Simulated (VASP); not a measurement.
Ba:

```
CELL_PARAMETERS angstrom
-2.50650 2.50650 2.50650
2.50650 -2.50650 2.50650
2.50650 2.50650 -2.50650
ATOMIC_POSITIONS crystal
Ba 0.00000 0.00000 0.00000
```

```yaml
Program: VASP 6.6.1
Task: relaxation of cell and atoms
Functional: LDA
Potentials_or_basis: VASP PAW LDA potentials, release 64 (Ba_sv)
Cutoff: 600 eV
k_mesh: 6 × 6 × 6
Occupations: gaussian, width 0.05 eV
Spin: no spin polarisation
```

At the start: pressure -1.1 GPa; volume 62.99 Å³/atom.

**Question.** Where does the relaxation end?

**Answer.** Over 3 steps the energy falls by 30.6 meV/atom and the volume is 55.30 Å³/atom (-12.2 %); space group Im-3m (No. 229, to 0.05 Å).

Step by step:
| step | energy change (eV) | largest force (eV/Å) | pressure (GPa) | volume (Å³) |
| --- | --- | --- | --- | --- |
| 1 | 0.0000 | 0.0000 | -1.11 | 62.99 |
| 2 | -0.0220 | 0.0000 | -0.68 | 59.08 |
| 3 | -0.0306 | 0.0000 | -0.02 | 55.30 |

Final structure:
```xyz
1
Lattice="-2.4000 2.4000 2.4000 2.4000 -2.4000 2.4000 2.4000 2.4000 -2.4000" Properties=species:S:1:pos:R:3 pbc="T T T"
Ba    0.0000    0.0000    0.0000
```

Caveat: the volume moved by -12 % from the deposited cell, more than functionals usually miss.
